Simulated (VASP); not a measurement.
# AlIn2Sb3 in VASP: notebook

Runs on AlIn2Sb3. Level: PBE. Tasks: single point.

Everything below comes from runs of VASP 6.6.1. Logs are shortened: lines on timing, memory, paths and dates and some standing lists are left out, and cuts for length are marked.

## Step 1: The cell of the first run

Symmetry: P3m1, No. 156, trigonal system. The conventional cell has a = 4.578 Å, b = 4.578 Å, c = 22.651 Å, α = 90.00°, β = 90.00°, γ = 120.00°. Al (site symmetry 3m) has 4 Sb at 2.71 to 2.77 Å within 3.6 Å. Al (site symmetry 3m) has 4 Sb at 2.71 to 2.77 Å within 3.6 Å. Within 3.7 Å of In (site symmetry 3m) lie 4 Sb at 2.84 to 2.87 Å. Within 3.7 Å of In (site symmetry 3m) lie 4 Sb at 2.84 to 2.88 Å. In (site symmetry 3m) has 4 Sb at 2.84 to 2.88 Å within 3.7 Å. Within 3.7 Å of In (site symmetry 3m) lie 4 Sb at 2.83 to 2.87 Å. Within 3.7 Å of Sb (site symmetry 3m) lie 4 In at 2.83 to 2.87 Å. Sb (site symmetry 3m) has 3 Al at 2.77 Å and 1 In at 2.88 Å within 3.6 Å.

## Step 2: Single point, PBE

INCAR

```
SYSTEM = AlIn2Sb3
PREC = Accurate
ENCUT = 520
EDIFF = 1E-6
ISMEAR = 0
SIGMA = 0.1
LREAL = .False.
LASPH = .True.
NELM = 60
ALGO = Normal
ISIF = 2
LWAVE = .False.
LCHARG = .False.
GGA = PE
NBANDS = 56
```

KPOINTS

```
regular mesh
0
Gamma
  6 6 1
  0 0 0
```

POSCAR

```
AlIn2Sb3
1.0
    4.5781610000      0.0000000000      0.0000000000
   -2.2890805000      3.9648037000      0.0000000000
    0.0000000000      0.0000000000     22.6509180000
Al In Sb
2 4 6
Direct
    0.3333333000      0.6666667000      0.9972140000
    0.3333333000      0.6666667000      0.6690270000
    0.6666667000      0.3333333000      0.1621740000
    0.6666667000      0.3333333000      0.5057180000
    0.6666667000      0.3333333000      0.8340550000
    0.3333333000      0.6666667000      0.3338060000
    0.6666667000      0.3333333000      0.2886990000
    0.6666667000      0.3333333000      0.6328480000
    0.6666667000      0.3333333000      0.9610750000
    0.3333333000      0.6666667000      0.1166850000
    0.3333333000      0.6666667000      0.4604350000
    0.3333333000      0.6666667000      0.7884660000
```

Potentials or basis: VASP PAW PBE potentials, release 64 (Al, In_d, Sb).

Started as:

```bash
$ cat potpaw_PBE.64/Al/POTCAR potpaw_PBE.64/In_d/POTCAR potpaw_PBE.64/Sb/POTCAR > POTCAR
$ mpirun -np 1 vasp_std > vasp.out
```

OUTCAR:

```text
SYSTEM = AlIn2Sb3
   PREC = Accurate
   ENCUT = 520
   EDIFF = 1E-6
   ISMEAR = 0
   LREAL = .False.
   LASPH = .True.
   NELM = 60
   ISIF = 2
   GGA = PE

 ion  position               nearest neighbor table
   1  0.333  0.667  0.997-  10 2.71   9 2.77   9 2.77   9 2.77
   2  0.333  0.667  0.669-  12 2.71   8 2.77   8 2.77   8 2.77
   3  0.667  0.333  0.162-  10 2.84  10 2.84  10 2.84   7 2.87
   4  0.667  0.333  0.506-  11 2.84  11 2.84  11 2.84   8 2.88
   5  0.667  0.333  0.834-  12 2.84  12 2.84  12 2.84   9 2.88
   6  0.333  0.667  0.334-   7 2.83   7 2.83   7 2.83  11 2.87
   7  0.667  0.333  0.289-   6 2.83   6 2.83   6 2.83   3 2.87
   8  0.667  0.333  0.633-   2 2.77   2 2.77   2 2.77   4 2.88
   9  0.667  0.333  0.961-   1 2.77   1 2.77   1 2.77   5 2.88
  10  0.333  0.667  0.117-   1 2.71   3 2.84   3 2.84   3 2.84
  11  0.333  0.667  0.460-   4 2.84   4 2.84   4 2.84   6 2.87
  12  0.333  0.667  0.788-   2 2.71   5 2.84   5 2.84   5 2.84

  LATTYP: Found a hexagonal cell.
 ALAT       =     4.5781610000
 C/A-ratio  =     4.9476018864

  Lattice vectors:

 A1 = (   4.5781610000,   0.0000000000,   0.0000000000)
 A2 = (  -2.2890805000,   3.9648037000,   0.0000000000)
 A3 = (   0.0000000000,   0.0000000000,  22.6509180000)

Analysis of symmetry for initial positions (statically):
=====================================================================
 Subroutine PRICEL returns:
 Original cell was already a primitive cell.

 Routine SETGRP: Setting up the symmetry group for a
 hexagonal supercell.

 Subroutine GETGRP returns: Found  6 space group operations
 (whereof  6 operations were pure point group operations)
 out of a pool of 24 trial point group operations.

The static configuration has the point symmetry C_3v.

Analysis of symmetry for dynamics (positions and initial velocities):
=====================================================================
 Subroutine PRICEL returns:
 Original cell was already a primitive cell.

 Routine SETGRP: Setting up the symmetry group for a
 hexagonal supercell.

 Subroutine GETGRP returns: Found  6 space group operations
 (whereof  6 operations were pure point group operations)
 out of a pool of 24 trial point group operations.

The dynamic configuration has the point symmetry C_3v.

 Subroutine INISYM returns: Found  6 space group operations
 (whereof  6 operations are pure point group operations),
 and found     1 'primitive' translations

----------------------------------------------------------------------------------------

                                     Primitive cell

  volume of cell :     411.1484

  direct lattice vectors                    reciprocal lattice vectors
     4.578161000  0.000000000  0.000000000     0.218428317  0.126109648  0.000000000
    -2.289080500  3.964803700  0.000000000     0.000000000  0.252219297  0.000000000
     0.000000000  0.000000000 22.650918000     0.000000000  0.000000000  0.044148321

  length of vectors
     4.578161000  4.578160975 22.650918000     0.252219295  0.252219297  0.044148321

  position of ions in fractional coordinates (direct lattice)
     0.333333300  0.666666700  0.997214000
     0.333333300  0.666666700  0.669027000
     0.666666700  0.333333300  0.162174000
     0.666666700  0.333333300  0.505718000
     0.666666700  0.333333300  0.834055000
     0.333333300  0.666666700  0.333806000
     0.666666700  0.333333300  0.288699000
     0.666666700  0.333333300  0.632848000
     0.666666700  0.333333300  0.961075000
     0.333333300  0.666666700  0.116685000
     0.333333300  0.666666700  0.460435000
     0.333333300  0.666666700  0.788466000

  ion indices of the primitive-cell ions
   primitive index   ion index
                 1           1
                 2           2
                 3           3
                 4           4
                 5           5
                 6           6
                 7           7
                 8           8
                 9           9
                10          10
                11          11
                12          12

----------------------------------------------------------------------------------------

 KPOINTS: regular mesh

Automatic generation of k-mesh.
 Grid dimensions read from file:
 generate k-points for:    6    6    1

 Generating k-lattice:

  Cartesian coordinates                     Fractional coordinates (reciprocal lattice)
     0.036404719  0.021018275  0.000000000     0.166666667 -0.000000000  0.000000000
     0.000000000  0.042036549  0.000000000     0.000000000  0.166666667  0.000000000
     0.000000000  0.000000000  0.044148321     0.000000000  0.000000000  1.000000000

  Length of vectors
     0.042036549  0.042036549  0.044148321

  Shift w.r.t. Gamma in fractional coordinates (k-lattice)
     0.000000000  0.000000000  0.000000000

 Subroutine IBZKPT returns following result:
 ===========================================

 Found      7 irreducible k-points:

[... 39 lines left out ...]
   NUPDOWN=      -1.0000    fix difference up-down
   EMIN   =  10.00;   EMAX   =-10.00  energy-range for DOS
   EFERMI =   0.00;   METHOD = LEGACY
   ISMEAR =     0;   SIGMA  =   0.10  broadening in eV -4-tet -1-fermi 0-gaus
   EFERMI_NEDOS =   21; number of points for ismear=-14 and -15
   IALGO  =     38    algorithm
   IMIX   =      4    mixing-type and parameters
     AMIX     =   0.40;   BMIX     =  1.00
     AMIX_MAG =   1.60;   BMIX_MAG =  1.00
  volume/ion in A,a.u.               =      34.26       231.21
  Fermi-wavevector in a.u.,A,eV,Ry     =   0.979271  1.850554 13.047600  0.958972
  Thomas-Fermi vector in A             =   2.110111
   LORBIT       =      0    0 simple, 1 ext, 2 COOP (PROOUT), +10 PAW based schemes
   GGA     = PE    functional components
   LHFCALC =     F    Hartree Fock is set to
   AEXX    =    0.0000 exact exchange contribution
   IVDW    =     0    specifies the selected vdW correction
   LEPSILON=     F    determine dielectric tensor
   LRPA    =     F    only Hartree local field effects (RPA)
 non-spin polarized calculation
 Gauss-broadening in eV      SIGMA  =   0.10
  energy-cutoff  :      520.00
  volume of cell :      411.15
 maximum number of plane-waves:     11119
 NGX is ok and might be reduce to    36
   NGX = 17   NGY = 17   NGZ = 85

 number of electron      87.9999990 magnetization

 Free energy of the ion-electron system (eV)
  ---------------------------------------------------
  ext. energy  EPLUGINS =         0.00000000
  ---------------------------------------------------
  free energy    TOTEN  =       -43.85573541 eV

  energy without entropy =      -43.85207984  energy(sigma->0) =      -43.85390763

 E-fermi :   4.5953     XC(G=0):  -8.4285

 val. band max:        4.5889762054   @ k =   0.0000   0.0000   0.0000
 cond. band min:       4.9599690369   @ k =   0.0000   0.0000   0.0000
 fundamental gap:      0.3709928316
 Fermi energy:         4.5952598614

 k-point     1 :       0.0000    0.0000    0.0000
  band No.  band energies     occupation
      1     -10.0116      2.00000
      2      -9.9956      2.00000
      3      -9.9843      2.00000
      4      -9.9843      2.00000
      5      -9.9786      2.00000
      6      -9.9786      2.00000
[... 48 lines left out ...]
     55       7.6147      0.00000
     56       7.7733      0.00000

 k-point     2 :       0.1667    0.0000    0.0000
  band No.  band energies     occupation
      1     -10.0217      2.00000
      2     -10.0025      2.00000
      3      -9.9909      2.00000
      4      -9.9793      2.00000
      5      -9.9738      2.00000
      6      -9.9731      2.00000
[... 48 lines left out ...]
     55       7.9464      0.00000
     56       8.0279      0.00000
[... 234 lines left out ...]
     55       8.1036      0.00000
     56       8.3813      0.00000

 k-point     7 :       0.3333    0.3333    0.0000
  band No.  band energies     occupation
      1     -10.0438      2.00000
      2     -10.0296      2.00000
      3     -10.0169      2.00000
      4      -9.9824      2.00000
      5      -9.9706      2.00000
      6      -9.9613      2.00000
[... 48 lines left out ...]
     55       9.1522      0.00000
     56       9.1940      0.00000

------------------------ aborting loop because EDIFF is reached ----------------------------------------

  FORCE on cell =-STRESS in cart. coord.  units (eV):
  Direction    XX          YY          ZZ          XY          YZ          ZX
  --------------------------------------------------------------------------------------
  -------------------------------------------------------------------------------------
  Total        0.2966436      0.2966436      0.2601788      0.0000000      0.0000000     -0.0000000
  in kB        1.1559711      1.1559711      1.0138740      0.0000000      0.0000000     -0.0000000
  external PRESSURE =       1.1086054 kB  Pullay stress =       0.0000000 kB

 VOLUME and BASIS-vectors are now :
 -----------------------------------------------------------------------------
  energy-cutoff  :      520.00
  volume of cell :      411.15
      direct lattice vectors                 reciprocal lattice vectors
     4.578161000  0.000000000  0.000000000     0.218428317  0.126109648  0.000000000
    -2.289080500  3.964803700  0.000000000     0.000000000  0.252219297  0.000000000
     0.000000000  0.000000000 22.650918000     0.000000000  0.000000000  0.044148321

 POSITION                                       TOTAL-FORCE (eV/Angst)
 -----------------------------------------------------------------------------------
     -0.00000      2.64320     22.58781        -0.000000      0.000000     -0.014353
     -0.00000      2.64320     15.15408        -0.000000      0.000000      0.001314
      2.28908      1.32160      3.67339         0.000000     -0.000000      0.001744
      2.28908      1.32160     11.45498        -0.000000     -0.000000      0.020486
      2.28908      1.32160     18.89211        -0.000000      0.000000      0.008986
     -0.00000      2.64320      7.56101         0.000000     -0.000000      0.028044
      2.28908      1.32160      6.53930         0.000000      0.000000     -0.010929
      2.28908      1.32160     14.33459        -0.000000      0.000000     -0.005862
      2.28908      1.32160     21.76923         0.000000      0.000000     -0.003962
     -0.00000      2.64320      2.64302         0.000000      0.000000      0.006331
     -0.00000      2.64320     10.42928        -0.000000      0.000000     -0.032385
     -0.00000      2.64320     17.85948         0.000000     -0.000000      0.000586
 -----------------------------------------------------------------------------------
    total drift:                               -0.000241      0.000139     -0.000962

  FREE ENERGIE OF THE ION-ELECTRON SYSTEM (eV)
  ---------------------------------------------------
  free  energy   TOTEN  =       -43.8557354145 eV

  energy  without entropy=      -43.8520798437  energy(sigma->0) =      -43.85390763
```

It took 5.6 min on 1 thread of Intel Xeon 8259CL, shared host; peak memory 0.58 GiB.

Results:

- Free energy: -43.8557 eV
- Pressure: 0.1 GPa
- Largest force: 0.032 eV/Å
- Band gap on the k mesh: zero (filled and empty bands touch)

Forces on the atoms (eV/Å):
```
Al   0.000  0.000 -0.014
Al   0.000  0.000  0.001
In   0.000  0.000  0.002
In   0.000  0.000  0.020
In   0.000  0.000  0.009
In   0.000  0.000  0.028
Sb   0.000  0.000 -0.011
Sb   0.000  0.000 -0.006
Sb   0.000  0.000 -0.004
Sb   0.000  0.000  0.006
Sb   0.000  0.000 -0.032
Sb   0.000  0.000  0.001
```

Levels at points of the mesh, in eV from the Fermi level:
```
           k point  band 41  band 42  band 43  band 44  band 45  band 46  band 47  band 48
(0.00, 0.00, 0.00)    -0.28    -0.28    -0.10    -0.01    -0.01     0.36     0.47     0.77
(0.50, 0.00, 0.00)    -1.47    -1.41    -1.34    -1.01     0.67     0.82     1.00     1.09
```

Caveat: semilocal functionals underestimate gaps, and a narrow one can read as zero; spin-orbit coupling is left out, which moves the levels of the heavy elements.

## Step 3: Single point, PBE

INCAR

```
PREC     = Accurate       # precision mode
ENCUT    = 520            # plane-wave cutoff, eV
EDIFF    = 1E-6           # SCF threshold, eV
ISMEAR   = 0              # smearing method
SIGMA    = 0.2            # smearing width, eV
LREAL    = F              # projectors in reciprocal space
LASPH    = T              # aspherical terms in the spheres
NELM     = 80             # most SCF steps
ALGO     = Normal         # electronic algorithm
ISIF     = 2              # what is computed and relaxed
LWAVE    = F              # write WAVECAR
LCHARG   = F              # write CHGCAR
GGA      = PE             # functional
NBANDS   = 56             # bands
```

KPOINTS

```
regular mesh
0
Gamma
  6 6 1
```

POSCAR

```
AlIn2Sb3
1.0
    4.5781609835      0.0000000000      0.0000000000
   -2.2890804917      3.9648037143      0.0000000000
    0.0000000000      0.0000000000     22.6509180000
Al In Sb
2 4 6
Direct
    0.3333333333      0.6666666667      0.9972140000
    0.3333333333      0.6666666667      0.6690270000
    0.6666666667      0.3333333333      0.1621740000
    0.6666666667      0.3333333333      0.5057180000
    0.6666666667      0.3333333333      0.8340550000
    0.3333333333      0.6666666667      0.3338060000
    0.6666666667      0.3333333333      0.2886990000
    0.6666666667      0.3333333333      0.6328480000
    0.6666666667      0.3333333333      0.9610750000
    0.3333333333      0.6666666667      0.1166850000
    0.3333333333      0.6666666667      0.4604350000
    0.3333333333      0.6666666667      0.7884660000
```

Potentials or basis: VASP PAW PBE potentials, release 64 (Al, In_d, Sb).

Started as:

```bash
$ cat potpaw_PBE.64/Al/POTCAR potpaw_PBE.64/In_d/POTCAR potpaw_PBE.64/Sb/POTCAR > POTCAR
$ mpirun -np 1 vasp_std > vasp.out
```

Wall time 8.6 min (1 thread of Intel Xeon 8259CL, shared host); peak memory 0.58 GiB.

It converged, with:

| Property | Result |
| --- | --- |
| Free energy | -43.8599 eV |
| Pressure | 0.1 GPa |
| Largest force | 0.029 eV/Å |
| Band gap on the k mesh | zero (filled and empty bands touch) |

Forces in eV/Å, atoms in the order of the input:
```
Al   0.000  0.000 -0.013
Al   0.000  0.000  0.000
In   0.000  0.000  0.000
In   0.000  0.000  0.017
In   0.000  0.000  0.009
In   0.000  0.000  0.025
Sb   0.000  0.000 -0.009
Sb   0.000  0.000 -0.004
Sb   0.000  0.000 -0.004
Sb   0.000  0.000  0.007
Sb   0.000  0.000 -0.029
Sb   0.000  0.000  0.001
```

Levels at points of the mesh, in eV from the Fermi level:
```
           k point  band 40  band 41  band 42  band 43  band 44  band 45  band 46  band 47  band 48  band 49
(0.00, 0.00, 0.00)    -0.36    -0.32    -0.32    -0.14    -0.04    -0.04     0.33     0.44     0.74     1.14
(0.50, 0.00, 0.00)    -1.61    -1.50    -1.44    -1.38    -1.04     0.63     0.78     0.96     1.05     1.27
```

Caveat: semilocal functionals underestimate gaps, and a narrow one can read as zero; spin-orbit coupling is left out, which moves the levels of the heavy elements.

## Step 4: Single point, PBE

This run uses another cell than the first one, of 34.33 Å³/atom.

INCAR

```
PREC = Accurate ; ENCUT = 520
EDIFF = 1E-6 ; ISMEAR = 0
SIGMA = 0.2 ; LREAL = F
LASPH = T ; NELM = 100
ALGO = Normal ; ISIF = 2
LWAVE = F ; LCHARG = F
GGA = PE ; NBANDS = 56
```

KPOINTS

```
Automatic mesh
0
Gamma
  6 6 1
```

POSCAR

```
AlIn2Sb3
1.0
    4.5808755142     -0.0002695929      0.0000182682
   -2.2906651114      3.9675811307      0.0000124133
    0.0000683799      0.0000920373     22.6685263717
Al In Sb
2 4 6
Direct
    0.3327464075      0.6665276566      0.9970852245
    0.3334116494      0.6660822521      0.6691511027
    0.6666171040      0.3334430666      0.1620946534
    0.6672115108      0.3332959015      0.5058503830
    0.6670245649      0.3333797412      0.8340946607
    0.3329736263      0.6672740157      0.3339219460
    0.6662786485      0.3339116525      0.2886327418
    0.6667357197      0.3327400334      0.6329314073
    0.6660873929      0.3331992702      0.9610441915
    0.3332902825      0.6667663765      0.1165503070
    0.3338911950      0.6666844026      0.4603744437
    0.3337318983      0.6666956311      0.7884709383
```

Started as:

```bash
$ cat potpaw_PBE.64/Al/POTCAR potpaw_PBE.64/In_d/POTCAR potpaw_PBE.64/Sb/POTCAR > POTCAR
$ mpirun -np 1 vasp_std > vasp.out
```

It took 22 min on 1 thread of Intel Xeon 8259CL, shared host; peak memory 0.76 GiB.

Results (log left out):

- Free energy: -43.8604 eV
- Pressure: 0.0 GPa
- Largest force: 0.014 eV/Å
- Band gap on the k mesh: zero (filled and empty bands touch)

Forces on the atoms (eV/Å):
```
Al   0.001  0.001 -0.003
Al   0.000  0.001 -0.011
In   0.000  0.000 -0.001
In   0.000  0.000  0.000
In   0.000 -0.001  0.000
In   0.001 -0.001 -0.003
Sb   0.001 -0.001  0.001
Sb   0.000  0.001 -0.003
Sb   0.001  0.000 -0.007
Sb   0.000  0.000  0.012
Sb  -0.001  0.000  0.001
Sb  -0.001  0.000  0.014
```

Levels at points of the mesh, in eV from the Fermi level:
```csv
k point,band 40,band 41,band 42,band 43,band 44,band 45,band 46,band 47,band 48,band 49
"(0.00, 0.00, 0.00)",-0.36,-0.32,-0.32,-0.15,-0.04,-0.04,0.32,0.43,0.74,1.14
"(0.50, 0.00, 0.00)",-1.61,-1.50,-1.44,-1.37,-1.04,0.63,0.78,0.96,1.05,1.27
"(0.00, 0.50, 0.00)",-1.61,-1.50,-1.44,-1.37,-1.04,0.63,0.78,0.96,1.05,1.27
"(0.50, 0.50, 0.00)",-1.61,-1.50,-1.44,-1.37,-1.04,0.63,0.78,0.96,1.05,1.27
```

Caveat: semilocal functionals underestimate gaps, and a narrow one can read as zero; spin-orbit coupling is left out, which moves the levels of the heavy elements.

## Step 5: Overview

| cell | smearing | gap on the mesh (eV) | pressure (GPa) | largest force (eV/Å) |
| --- | --- | --- | --- | --- |
| a = 4.578, b = 4.578, c = 22.651 Å, angles 90.0, 90.0, 120.0°, 12 atoms, atomic positions A | gaussian 0.1 eV | none | 0.1 | 0.03 |
| a = 4.578, b = 4.578, c = 22.651 Å, angles 90.0, 90.0, 120.0°, 12 atoms, atomic positions A | gaussian 0.2 eV | none | 0.1 | 0.03 |
| a = 4.581, b = 4.581, c = 22.669 Å, angles 90.0, 90.0, 120.0°, 12 atoms, atomic positions B | gaussian 0.2 eV | none | 0.0 | 0.01 |

Alike in all rows: task single point; level PBE; potentials or basis VASP PAW PBE potentials, release 64 (Al, In_d, Sb); no spin polarisation; k mesh 6 × 6 × 1; cutoff (eV) 520.

Caveats: semilocal functionals underestimate gaps, and a narrow one can read as zero; spin-orbit coupling is left out, which moves the levels of the heavy elements.

Absolute energies hang on the potentials; compare differences alone.

The gap in the log of VASP goes by the Fermi energy; the results here count the filled bands.